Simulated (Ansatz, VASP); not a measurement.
## Sr4HfO in VASP and in Ansatz

Contents of INCAR:

```
SYSTEM = Sr4HfO
PREC = Accurate ; ENCUT = 520
EDIFF = 1E-6 ; ISMEAR = 0
SIGMA = 0.1 ; LREAL = .False.
LASPH = .True. ; NELM = 100
ALGO = Normal ; ISIF = 2
LWAVE = .False. ; LCHARG = .False.
GGA = PE ; NBANDS = 37
```

Contents of KPOINTS:

```
Automatic mesh
0
Gamma
  6 6 2
  0 0 0
```

Contents of POSCAR:

```
Sr4HfO
1.0
    3.4243807900      0.0000000000      0.0000000000
   -1.7121903900      2.9656007500      0.0000000000
    0.0000000000      0.0000000000     13.5715125900
Sr Hf O
4 1 1
Direct
    0.6666666700      0.3333333300      0.6276410200
    0.0000000000      0.0000000000      0.8771510100
    0.0000000000      0.0000000000      0.1228489900
    0.6666666700      0.3333333300      0.3723589800
    0.0000000000      0.0000000000      0.5000000000
    0.6666666700      0.3333333300      0.0000000000
```

Input for Ansatz:

```yaml
crystal:
  lattice:
    - [3.42438079, 0.0, 0.0]
    - [-1.71219039, 2.96560075, 0.0]
    - [0.0, 0.0, 13.57151259]
  atoms:
    - { symbol: Sr, position: [0.66666667, 0.33333333, 0.62764102] }
    - { symbol: Sr, position: [0.0, 0.0, 0.87715101] }
    - { symbol: Sr, position: [0.0, 0.0, 0.12284899] }
    - { symbol: Sr, position: [0.66666667, 0.33333333, 0.37235898] }
    - { symbol: Hf, position: [0.0, 0.0, 0.5] }
    - { symbol: O, position: [0.66666667, 0.33333333, 0.0] }
basis:
  ecutwfc: 420
kpoints:
  mp_grid: { grid: [6, 6, 2] }
hamiltonian:
  xc: pbe
scf:
  occupations: { method: gaussian, width: 0.1 }
  lower_state_search: "off"
output:
  forces: true
  stress: true
  eigenvalues: true
```

Change from the starting cell: species swapped into the NbWSe4 type (P-6m2, No. 187).

Alike in both runs: task single point; functional PBE; k mesh 6 × 6 × 2; occupations gaussian, width 0.1 eV; no spin polarisation.

|  | VASP | Ansatz |
| --- | --- | --- |
| version | VASP 6.6.1 | Ansatz 0.2.0 |
| potentials or method | VASP PAW PBE potentials, release 64 (Sr_sv, Hf_pv, O), cutoff 520 eV | scalar-relativistic, plane waves, PAW |
| valence electrons in the cell | 56 | 72 |

|  | VASP | Ansatz | Ansatz less VASP |
| --- | --- | --- | --- |
| gap on the k mesh at the Fermi level (eV) | none | none | - |
| pressure (GPa) | 23.6 | 23.2 | -0.42 |
| traceless stress, the component that is largest in VASP (GPa) | 4.17 | 4.13 | -0.041 |
| rms of the force components (eV/Å) | 2.192 | 2.169 | -0.0230 |

Atom by atom the forces differ by 0.030 eV/Å (rms over components). A gap of «none» marks a metal or a gap that the smearing closes. VASP's potentials hold 56 valence electrons a cell and Ansatz's 72, so a difference there can come from the potentials and not from the codes.

Spin-orbit coupling is off throughout.
